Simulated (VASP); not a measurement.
A run of VASP 6.6.1 is set up as follows.

File POSCAR:

```
GaAs
1.0
    0.0000000000      2.8999439551      2.8999439551
    2.8999439551      0.0000000000      2.8999439551
    2.8999439551      2.8999439551      0.0000000000
Ga As
1 1
Direct
    0.0000000000      0.0000000000      0.0000000000
    0.2500000000      0.2500000000      0.2500000000
```

INCAR.step1

```
PREC = Accurate
ENCUT = 520
EDIFF = 1E-5
ISMEAR = -1
SIGMA = 0.02
LREAL = F
LASPH = T
NELM = 60
ALGO = Normal
ISIF = 2
LWAVE = T
NBANDS = 16
GGA = PE
```

INCAR.step2

```
PREC = Accurate
ENCUT = 520
EDIFF = 1E-7
ISMEAR = -1
SIGMA = 0.02
LREAL = F
LASPH = T
NELM = 60
ALGO = Normal
ISIF = 2
LWAVE = F
LCHARG = T
GGA = PE
LHFCALC = T
HFSCREEN = 0.2079
PRECFOCK = Normal
LELF = T
LVHAR = T
NBANDS = 16
ISTART = 1
```

File KPOINTS:

```
Automatic mesh
0
Gamma
  6 6 6
```

Potentials or basis: VASP PAW PBE potentials, release 64 (Ga_d, As).

Run with:

```sh
$ cat potpaw_PBE.64/Ga_d/POTCAR potpaw_PBE.64/As/POTCAR > POTCAR
$ cp INCAR.step1 INCAR
$ mpirun -np 1 vasp_std > vasp.out
$ cp INCAR.step2 INCAR
$ mpirun -np 1 vasp_std > vasp.out
```

What does it give for the band gap on the k mesh?

0.77 eV, direct.

What does it give for the pressure?

-4.0 GPa.

Caveat: the cell differs from its parent crystal (strain +2.4%); the PAW data sets were made with another functional, which shifts forces and pressure a little.
